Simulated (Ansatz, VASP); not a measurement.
# HfC: VASP beside Ansatz

```
CELL_PARAMETERS angstrom
0.00000 2.32500 2.32500
2.32500 0.00000 2.32500
2.32500 2.32500 0.00000
ATOMIC_POSITIONS crystal
Hf 0.50000 0.50000 0.50000
C 0.00000 0.00000 0.00000
```

Alike in both runs: functional PBE; k mesh 7 × 7 × 7; occupations fermi-dirac, width 0.05 eV; non-collinear spin, spin-orbit coupling.

|  | VASP | Ansatz |
| --- | --- | --- |
| version | VASP 6.6.1 | Ansatz 0.2.0 |
| potentials or method | VASP PAW PBE potentials, release 64 (Hf_pv, C), cutoff 520 eV | all-electron LAPW, relativistic spinors |
| task | single point | band structure |

|  | VASP | Ansatz | Ansatz less VASP |
| --- | --- | --- | --- |
| pressure (GPa) | -0.6 | -0.3 | +0.22 |
| net moment per atom (μB) | 0.00 | 0.00 | 0.000 |

Ansatz ran all-electron here, and VASP with PAW potentials.

Noted on Ansatz's run: the k mesh is thin for a metal, which can move the energy by tens of meV per atom.
